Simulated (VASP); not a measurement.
# Ge2H in VASP: notebook

Ge2H is run at these levels: PBE+D3(BJ); tasks: single point.

All numbers are computed with VASP 6.6.1; they aren't measurements. Logs are shortened: lines on timing, memory, paths and dates and some standing lists are left out, and cuts for length are marked.

### 1 The cell of the first run

The cell holds a slab with vacuum, 3 atoms: a = 4.023 Å, b = 4.023 Å, c = 17.684 Å, α = 90.00°, β = 90.00°, γ = 120.00°.

### 2 Single point, PBE+D3(BJ), collinear spin

INCAR

```
SYSTEM = Ge2H
ALGO     = Fast           ! electronic algorithm
DIPOL    = 0.5 0.5 0.314
EDIFF    = 1E-6           ! SCF threshold, eV
ENCUT    = 520            ! plane-wave cutoff, eV
GGA      = PE             ! functional
IDIPOL   = 3            
ISIF     = 2              ! what is computed and relaxed
ISMEAR   = 0              ! smearing method
ISPIN    = 2              ! spin polarisation
IVDW     = 12             ! dispersion correction
LASPH    = .TRUE.         ! aspherical terms in the spheres
LCHARG   = .FALSE.        ! write CHGCAR
LDIPOL   = .TRUE.       
LORBIT   = 11             ! projections on sites
LREAL    = .FALSE.        ! projectors in reciprocal space
LWAVE    = .FALSE.        ! write WAVECAR
MAGMOM   = 0 0 1          ! initial moments
NBANDS   = 26             ! bands
NELM     = 150            ! most SCF steps
PREC     = Accurate       ! precision mode
SIGMA    = 0.1            ! smearing width, eV
```

KPOINTS

```
k-points
0
G
  9 9 1
  0 0 0
```

POSCAR

```
Ge2H
1.0
    4.0226895460      0.0000000000      0.0000000000
   -2.0113447730      3.4837513384      0.0000000000
    0.0000000000      0.0000000000     17.6842610184
Ge H
2 1
Direct
    0.3333333333      0.6666666667      0.2648830513
    0.6666666667      0.3333333333      0.2261898304
    0.7777777778      0.2222222222      0.4497932376
```

Potentials or basis: VASP PAW PBE potentials, release 64 (Ge_d, H).

Started as:

```console
$ cat potpaw_PBE.64/Ge_d/POTCAR potpaw_PBE.64/H/POTCAR > POTCAR
$ mpirun -np 1 vasp_std > vasp.out
```

OUTCAR:

```text
SYSTEM = Ge2H
   EDIFF = 1E-6
   ENCUT = 520
   GGA = PE
   ISIF = 2
   ISMEAR = 0
   ISPIN = 2
   IVDW = 12
   LASPH = .TRUE.
   LORBIT = 11
   LREAL = .FALSE.
   NELM = 150
   PREC = Accurate
 IVDW          = 12

 ion  position               nearest neighbor table
   1  0.333  0.667  0.265-   2 2.42   2 2.42   2 2.42
   2  0.667  0.333  0.226-   1 2.42   1 2.42   1 2.42
   3  0.778  0.222  0.450-

  LATTYP: Found a hexagonal cell.
 ALAT       =     4.0226895460
 C/A-ratio  =     4.3961287134

  Lattice vectors:

 A1 = (   4.0226895460,   0.0000000000,   0.0000000000)
 A2 = (  -2.0113447730,   3.4837513384,   0.0000000000)
 A3 = (   0.0000000000,   0.0000000000,  17.6842610184)

Analysis of symmetry for initial positions (statically):
=====================================================================
 Subroutine PRICEL returns:
 Original cell was already a primitive cell.

 Routine SETGRP: Setting up the symmetry group for a
 hexagonal supercell.

 Subroutine GETGRP returns: Found  2 space group operations
 (whereof  2 operations were pure point group operations)
 out of a pool of 24 trial point group operations.

The static configuration has the point symmetry C_1h.

Analysis of symmetry for dynamics (positions and initial velocities):
=====================================================================
 Subroutine PRICEL returns:
 Original cell was already a primitive cell.

 Routine SETGRP: Setting up the symmetry group for a
 hexagonal supercell.

 Subroutine GETGRP returns: Found  2 space group operations
 (whereof  2 operations were pure point group operations)
 out of a pool of 24 trial point group operations.

The dynamic configuration has the point symmetry C_1h.

Analysis of structural, dynamic, and magnetic symmetry:
=====================================================================
 Subroutine PRICEL returns:
 Original cell was already a primitive cell.

 Routine SETGRP: Setting up the symmetry group for a
 hexagonal supercell.

 Subroutine GETGRP returns: Found  2 space group operations
 (whereof  2 operations were pure point group operations)
 out of a pool of 24 trial point group operations.

The overall configuration has the point symmetry C_1h.

 Subroutine INISYM returns: Found  2 space group operations
 (whereof  2 operations are pure point group operations),
 and found     1 'primitive' translations

----------------------------------------------------------------------------------------

                                     Primitive cell

  volume of cell :     247.8281

  direct lattice vectors                    reciprocal lattice vectors
     4.022689546  0.000000000  0.000000000     0.248589902  0.143523447  0.000000000
    -2.011344773  3.483751338  0.000000000     0.000000000  0.287046894  0.000000000
     0.000000000  0.000000000 17.684261018     0.000000000  0.000000000  0.056547458

  length of vectors
     4.022689546  4.022689546 17.684261018     0.287046894  0.287046894  0.056547458

  position of ions in fractional coordinates (direct lattice)
     0.333333333  0.666666667  0.264883051
     0.666666667  0.333333333  0.226189830
     0.777777778  0.222222222  0.449793238

  ion indices of the primitive-cell ions
   primitive index   ion index
                 1           1
                 2           2
                 3           3

----------------------------------------------------------------------------------------

 KPOINTS: k-points

Automatic generation of k-mesh.
 Grid dimensions read from file:
 generate k-points for:    9    9    1

 Generating k-lattice:

  Cartesian coordinates                     Fractional coordinates (reciprocal lattice)
     0.027621100  0.015947050  0.000000000     0.111111111  0.000000000  0.000000000
     0.000000000  0.031894099  0.000000000     0.000000000  0.111111111  0.000000000
     0.000000000  0.000000000  0.056547458     0.000000000  0.000000000  1.000000000

  Length of vectors
     0.031894099  0.031894099  0.056547458

  Shift w.r.t. Gamma in fractional coordinates (k-lattice)
     0.000000000  0.000000000  0.000000000

 Subroutine IBZKPT returns following result:
 ===========================================

 Found     25 irreducible k-points:

 Following reciprocal coordinates:
            Coordinates               Weight
  0.000000  0.000000  0.000000      1.000000
  0.111111  0.000000  0.000000      4.000000
 -0.111111  0.111111  0.000000      2.000000
  0.222222  0.000000  0.000000      4.000000
 -0.222222  0.222222  0.000000      2.000000
  0.333333  0.000000  0.000000      4.000000
[... 16 lines left out ...]
 -0.222222 -0.444444  0.000000      4.000000
  0.444444  0.333333  0.000000      4.000000
   k-points           NKPTS =     25   k-points in BZ     NKDIM =     25   number of bands    NBANDS=     26
   number of dos      NEDOS =    301   number of ions     NIONS =      3
   total plane-waves  NPLWV = 126000
   dimension x,y,z NGX =    30 NGY =   30 NGZ =  140
   dimension x,y,z NGXF=    60 NGYF=   60 NGZF=  280
   ions per type =               2   1
   NGX,Y,Z   is equivalent  to a cutoff of  12.40, 12.40, 13.16 a.u.
   NGXF,Y,Z  is equivalent  to a cutoff of  24.80, 24.80, 26.32 a.u.
 SYSTEM =  Ge2H
   PREC   = accura    normal or accurate (medium, high low for compatibility)
   ISTART =      0    job   : 0-new  1-cont  2-samecut
   ICHARG =      2    charge: 1-file 2-atom 10-const
   ISPIN  =      2    spin polarized calculation?
   LNONCOLLINEAR =      F non collinear calculations
   LSORBIT =      F    spin-orbit coupling
   LASPH  =      T    aspherical Exc in radial PAW
   ENCUT  =  520.0 eV  38.22 Ry    6.18 a.u.   7.48  7.48 32.88*2*pi/ulx,y,z
   NELM   =    150;   NELMIN=  2; NELMDL= -5     # of ELM steps
   EDIFF  = 0.1E-05   stopping-criterion for ELM
   LREAL  =      F    real-space projection
   EDIFFG = 0.1E-04   stopping-criterion for IOM
   NSW    =      0    number of steps for IOM
[... 5 lines left out ...]
   TEBEG  =    0.0;   TEEND  =   0.0 temperature during run
   PSTRESS=    0.0 pullay stress
   NELECT =      29.0000    total number of electrons
   NUPDOWN=      -1.0000    fix difference up-down
   EMIN   =  10.00;   EMAX   =-10.00  energy-range for DOS
   EFERMI =   0.00;   METHOD = LEGACY
   ISMEAR =     0;   SIGMA  =   0.10  broadening in eV -4-tet -1-fermi 0-gaus
   EFERMI_NEDOS =   21; number of points for ismear=-14 and -15
   IALGO  =     68    algorithm
   IMIX   =      4    mixing-type and parameters
     AMIX     =   0.40;   BMIX     =  1.00
     AMIX_MAG =   1.60;   BMIX_MAG =  1.00
  volume/ion in A,a.u.               =      82.61       557.48
  Fermi-wavevector in a.u.,A,eV,Ry     =   0.800738  1.513176  8.723810  0.641182
  Thomas-Fermi vector in A             =   1.908092
   LORBIT       =     11    0 simple, 1 ext, 2 COOP (PROOUT), +10 PAW based schemes
   GGA     = PE    functional components
   LHFCALC =     F    Hartree Fock is set to
   AEXX    =    0.0000 exact exchange contribution
   IVDW    =    12    specifies the selected vdW correction
   LEPSILON=     F    determine dielectric tensor
   LRPA    =     F    only Hartree local field effects (RPA)
 spin polarized calculation
 RMM-DIIS sequential band-by-band and
 Gauss-broadening in eV      SIGMA  =   0.10
  energy-cutoff  :      520.00
  volume of cell :      247.83
 maximum number of plane-waves:      6709
 NGX is ok and might be reduce to    30
   NGX = 15   NGY = 15   NGZ = 65

 dipolmoment           0.000000      0.000000     -0.002469 electrons x Angstroem

 number of electron      29.0000014 magnetization       0.9926773

 dipolmoment           0.000000      0.000000      0.005704 electrons x Angstroem

 Free energy of the ion-electron system (eV)
  ---------------------------------------------------
  ext. energy  EPLUGINS =         0.00000000
  ---------------------------------------------------
  free energy    TOTEN  =        -9.19889268 eV

  energy without entropy =       -9.19620715  energy(sigma->0) =       -9.19754992

 E-fermi :  -2.7297     XC(G=0):  -2.9317

 val. band max:       -2.7329624509   @ k =   0.3333   0.3333   0.0000
 cond. band min:      -2.6991393209   @ k =   0.3333   0.3333   0.0000
 fundamental gap:      0.0338231300
 Fermi energy:        -2.7296775662

 spin component 1

 k-point     1 :       0.0000    0.0000    0.0000
  band No.  band energies     occupation
      1     -27.2350      1.00000
      2     -27.2349      1.00000
      3     -27.1846      1.00000
      4     -27.1846      1.00000
      5     -27.1828      1.00000
      6     -27.1141      1.00000
[... 18 lines left out ...]
     25       5.6805      0.00000
     26       6.0005      0.00000
[... 644 lines left out ...]
      4     -27.1466      1.00000
      5     -27.1031      1.00000
      6     -27.0738      1.00000
[... 18 lines left out ...]
     25       5.5460      0.00000
     26       5.8254      0.00000

 [... further k-points ...]

 spin component 2

 k-point     1 :       0.0000    0.0000    0.0000
  band No.  band energies     occupation
      1     -27.2342      1.00000
      2     -27.2338      1.00000
      3     -27.1840      1.00000
      4     -27.1835      1.00000
      5     -27.1819      1.00000
      6     -27.1133      1.00000
[... 18 lines left out ...]
     25       6.2211      0.00000
     26       7.2861      0.00000
[... 644 lines left out ...]
      4     -27.1458      1.00000
      5     -27.1020      1.00000
      6     -27.0729      1.00000
[... 18 lines left out ...]
     25       6.0840      0.00000
     26       6.3578      0.00000

 [... further k-points ...]

------------------------ aborting loop because EDIFF is reached ----------------------------------------

 vacuum level on the upper side and lower side of the slab       (xc-potential included)        -0.076        -0.168

 Edisp (eV)   -0.34587

 E8    (eV) :    -0.1573

  FORCE on cell =-STRESS in cart. coord.  units (eV):
  Direction    XX          YY          ZZ          XY          YZ          ZX
  --------------------------------------------------------------------------------------
  -------------------------------------------------------------------------------------
  Total      -0.08884    -0.08761    -0.13985     0.00107    -0.00798     0.01383
  in kB      -0.57436    -0.56639    -0.90412     0.00691    -0.05161     0.08939
  external pressure =       -0.68 kB  Pullay stress =        0.00 kB

 VOLUME and BASIS-vectors are now :
 -----------------------------------------------------------------------------
  energy-cutoff  :      520.00
  volume of cell :      247.83
      direct lattice vectors                 reciprocal lattice vectors
     4.022689546  0.000000000  0.000000000     0.248589902  0.143523447  0.000000000
    -2.011344773  3.483751338  0.000000000     0.000000000  0.287046894  0.000000000
     0.000000000  0.000000000 17.684261018     0.000000000  0.000000000  0.056547458

 POSITION                                       TOTAL-FORCE (eV/Angst)
 -----------------------------------------------------------------------------------
     -0.00000      2.32250      4.68426         0.001629     -0.000941      0.034923
      2.01134      1.16125      4.00000        -0.004811      0.002778     -0.000420
      2.68179      0.77417      7.95426         0.003182     -0.001837     -0.034503
 -----------------------------------------------------------------------------------
    total drift:                                0.000027     -0.000016      0.001101

  FREE ENERGIE OF THE ION-ELECTRON SYSTEM (eV)
  ---------------------------------------------------
  free  energy   TOTEN  =        -9.5447673650 eV

  energy  without entropy=       -9.5420818347  energy(sigma->0) =       -9.54342460

 vacuum level on the upper side and lower side of the slab         1.726         1.612

 total charge

# of ion       s       p       d       tot
------------------------------------------
    1        1.181   1.145  10.006  12.331
    2        1.180   1.145  10.006  12.332
    3        0.380   0.000   0.000   0.380
--------------------------------------------------
tot          2.741   2.290  20.012  25.043

 magnetization (x)

# of ion       s       p       d       tot
------------------------------------------
    1        0.002  -0.001   0.000   0.001
    2        0.000   0.006  -0.000   0.006
    3        0.378   0.000   0.000   0.378
--------------------------------------------------
tot          0.380   0.005   0.000   0.385
```

It took 9.5 min on 1 thread of Oxide Virtual Turin-like, shared host; peak memory 0.56 GiB.

Results:

```yaml
Free_energy: -9.5448 eV
Largest_force: 0.035 eV/Å
Band_gap_on_the_k_mesh: zero (filled and empty bands touch)
Net_moment: 0.99 μB per cell
Site_moments: Ge +0.00, +0.01; H +0.38 μB
Valence_electrons_inside_the_program's_atomic_spheres: Ge 12.33; H 0.38
Dispersion_energy_per_atom: -0.115 eV
```

Forces in eV/Å, atoms in the order of the input:
```
Ge   0.002 -0.001  0.035
Ge  -0.005  0.003  0.000
H    0.003 -0.002 -0.035
```

### 3 Single point, PBE+D3(BJ), collinear spin

INCAR

```
ALGO = Normal
DIPOL = 0.5 0.5 0.265
EDIFF = 1E-6
ENCUT = 520
GGA = PE
IDIPOL = 3
ISIF = 2
ISMEAR = 0
ISPIN = 2
IVDW = 12
LASPH = True
LCHARG = False
LDIPOL = True
LORBIT = 11
LREAL = False
LWAVE = False
MAGMOM = 0 0 1
NBANDS = 26
NELM = 150
PREC = Accurate
SIGMA = 0.1
```

KPOINTS

```
k-points
0
Gamma
  9 9 1
```

Edit POSCAR of step 2 so:

```diff
@@ -10,2 +10,2 @@
     0.6666666667      0.3333333333      0.2261898304
-    0.7777777778      0.2222222222      0.4497932376
+    0.7777777778      0.2222222222      0.3039007970
```

Potentials or basis: VASP PAW PBE potentials, release 64 (Ge_d, H).

Started as:

```console
$ cat potpaw_PBE.64/Ge_d/POTCAR potpaw_PBE.64/H/POTCAR > POTCAR
$ mpirun -np 1 vasp_std > vasp.out
```

OUTCAR:

```text
EDIFF = 1E-6
   ENCUT = 520
   GGA = PE
   ISIF = 2
   ISMEAR = 0
   ISPIN = 2
   IVDW = 12
   LASPH = True
   LORBIT = 11
   LREAL = False
   NELM = 150
   PREC = Accurate
 IVDW          = 12

 ion  position               nearest neighbor table
   1  0.333  0.667  0.265-   2 2.42   2 2.42   2 2.42
   2  0.667  0.333  0.226-   3 1.58   1 2.42   1 2.42   1 2.42
   3  0.778  0.222  0.304-   2 1.58

  LATTYP: Found a hexagonal cell.
 ALAT       =     4.0226895460
 C/A-ratio  =     4.3961287134

  Lattice vectors:

[... 1623 lines left out ...]
  energy-cutoff  :      520.00
  volume of cell :      247.83
      direct lattice vectors                 reciprocal lattice vectors
     4.022689546  0.000000000  0.000000000     0.248589902  0.143523447  0.000000000
    -2.011344773  3.483751338  0.000000000     0.000000000  0.287046894  0.000000000
     0.000000000  0.000000000 17.684261018     0.000000000  0.000000000  0.056547458

 POSITION                                       TOTAL-FORCE (eV/Angst)
 -----------------------------------------------------------------------------------
     -0.00000      2.32250      4.68426         0.061414     -0.035457      0.490470
      2.01134      1.16125      4.00000        -0.382394      0.220775     -1.761102
      2.68179      0.77417      5.37426         0.320980     -0.185318      1.270633
 -----------------------------------------------------------------------------------
    total drift:                                0.000049     -0.000029      0.001432

  FREE ENERGIE OF THE ION-ELECTRON SYSTEM (eV)
  ---------------------------------------------------
  free  energy   TOTEN  =       -10.5569962119 eV

  energy  without entropy=      -10.5509907371  energy(sigma->0) =      -10.55399347

 vacuum level on the upper side and lower side of the slab         1.780         1.711

 total charge

# of ion       s       p       d       tot
------------------------------------------
    1        1.210   1.109  10.025  12.343
    2        1.187   1.232  10.052  12.471
    3        0.521   0.020   0.000   0.541
--------------------------------------------------
tot          2.918   2.360  20.077  25.355

 magnetization (x)

# of ion       s       p       d       tot
------------------------------------------
    1        0.000   0.000   0.000   0.000
    2       -0.000   0.000  -0.000   0.000
    3        0.000   0.000   0.000   0.000
--------------------------------------------------
tot          0.000   0.000   0.000   0.000
```

OSZICAR:

```text
N       E                     dE             d eps       ncg     rms          rms(c)
DAV:   1     0.199317230604E+03    0.19932E+03   -0.14687E+04  3080   0.137E+03
DAV:   2     0.226691997104E+02   -0.17665E+03   -0.16927E+03  2832   0.371E+02
DAV:   3    -0.769254091315E+01   -0.30362E+02   -0.30141E+02  3570   0.125E+02
[... 18 lines left out ...]
DAV:  22    -0.102240632920E+02   -0.18582E-04   -0.93174E-07  2386   0.477E-03    0.664E-04
DAV:  23    -0.102240716690E+02   -0.83770E-05   -0.53688E-07  2368   0.354E-03    0.372E-04
DAV:  24    -0.102240751448E+02   -0.34758E-05   -0.22275E-07  2316   0.509E-03    0.238E-04
DAV:  25    -0.102240778796E+02   -0.27348E-05   -0.70297E-08  2360   0.213E-03    0.166E-04
DAV:  26    -0.102240790665E+02   -0.11869E-05   -0.52041E-08  2332   0.235E-03    0.106E-04
DAV:  27    -0.102240791846E+02   -0.11810E-06   -0.91398E-09  2196   0.160E-03
   1 F= -.10556996E+02 E0= -.10553993E+02  d E =-.600547E-02  mag=     0.0000
```

stdout:

```text
POSCAR found type information on POSCAR GeH
 POSCAR found :  2 types and       3 ions
 scaLAPACK will be used
 LDA part: xc-table for (Slater+PW92), standard interpolation
 POSCAR, INCAR and KPOINTS ok, starting setup
 FFT: planning ... GRIDC
 FFT: planning ... GRID_SOFT
 FFT: planning ... GRID
 WAVECAR not read
 entering main loop
```

Wall time 15 min (1 thread of Oxide Virtual Turin-like, shared host); peak memory 0.54 GiB.

What came out:

```yaml
Free_energy: -10.5570 eV
Largest_force: 1.816 eV/Å
Net_moment: 0.00 μB per cell
Valence_electrons_inside_the_program's_atomic_spheres: Ge 12.34, 12.47; H 0.54
Dispersion_energy_per_atom: -0.111 eV
```

Forces in eV/Å, atoms in the order of the input:
```
Ge   0.061 -0.035  0.490
Ge  -0.382  0.221 -1.761
H    0.321 -0.185  1.271
```

The gap in the log of VASP goes by the Fermi energy; the results here count the filled bands.